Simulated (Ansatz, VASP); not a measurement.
## Two plane-wave programs on BaHfO3

Contents of INCAR:

```
SYSTEM = BaHfO3
PREC = Accurate ; ENCUT = 600
EDIFF = 1E-6 ; ISMEAR = 0
SIGMA = 0.02 ; LREAL = .FALSE.
LASPH = .TRUE. ; NELM = 80
ALGO = Normal ; ISIF = 3
LWAVE = .FALSE. ; LCHARG = .FALSE.
GGA = PE ; IBRION = 2
NSW = 100 ; EDIFFG = -0.01
```

Contents of KPOINTS:

```
regular mesh
0
G
  6 6 6
  0 0 0
```

POSCAR

```
BaHfO3
1.0
    4.2057396751      0.0000000000      0.0000000000
    0.0000000000      4.2057396751      0.0000000000
    0.0000000000      0.0000000000      4.2057396751
Ba Hf O
1 1 3
Direct
    0.5000000000      0.5000000000      0.5000000000
    0.0000000000      0.0000000000      0.0000000000
    0.0000000000      0.5000000000      0.0000000000
    0.0000000000      0.0000000000      0.5000000000
    0.5000000000      0.0000000000      0.0000000000
```

Input for Ansatz:

```yaml
crystal:
  lattice:
    - [4.2057396751, 0.0, 0.0]
    - [0.0, 4.2057396751, 0.0]
    - [0.0, 0.0, 4.2057396751]
  atoms:
    - { symbol: Ba, position: [0.5, 0.5, 0.5] }
    - { symbol: Hf, position: [0.0, 0.0, 0.0] }
    - { symbol: O, position: [0.0, 0.5, 0.0] }
    - { symbol: O, position: [0.0, 0.0, 0.5] }
    - { symbol: O, position: [0.5, 0.0, 0.0] }
basis:
  ecutwfc: 420
kpoints:
  mp_grid: { grid: [6, 6, 6] }
hamiltonian:
  xc: pbe
scf:
  occupations: { method: gaussian, width: 0.02 }
output:
  forces: true
  stress: true
  eigenvalues: true
relax:
  adjacent_minimum: "off"
  f_tol: 0.01
  max_steps: 80
  cell: { stress_tol: 0.05 }
```

Change from the starting cell: the structure that the rattled cell fell into.

Alike in both runs: task relaxation of cell and atoms; functional PBE; k mesh 6 × 6 × 6; occupations gaussian, width 0.02 eV; no spin polarisation.

```csv
,VASP,Ansatz
version,VASP 6.6.1,Ansatz 0.2.0
potentials or method,"VASP PAW PBE potentials, release 64 (Ba_sv, Hf_pv, O), cutoff 600 eV","scalar-relativistic, plane waves, PAW"
valence electrons in the cell,38,54
```

Ansatz gave:

- gap on the k mesh at the Fermi level, each at its own relaxed structure (eV): 3.62
- relaxed volume (Å³/atom): 14.88
- relaxed length of the cell vector where the two differ most in proportion (Å): 4.206

Question: What did VASP give for the same quantities?

Answer: gap on the k mesh at the Fermi level, each at its own relaxed structure (eV): 3.55; relaxed volume (Å³/atom): 14.82; relaxed length of the cell vector where the two differ most in proportion (Å): 4.200.

VASP's potentials hold 38 valence electrons a cell and Ansatz's 54, so a difference there can come from the potentials and not from the codes.

Spin-orbit coupling is off throughout.
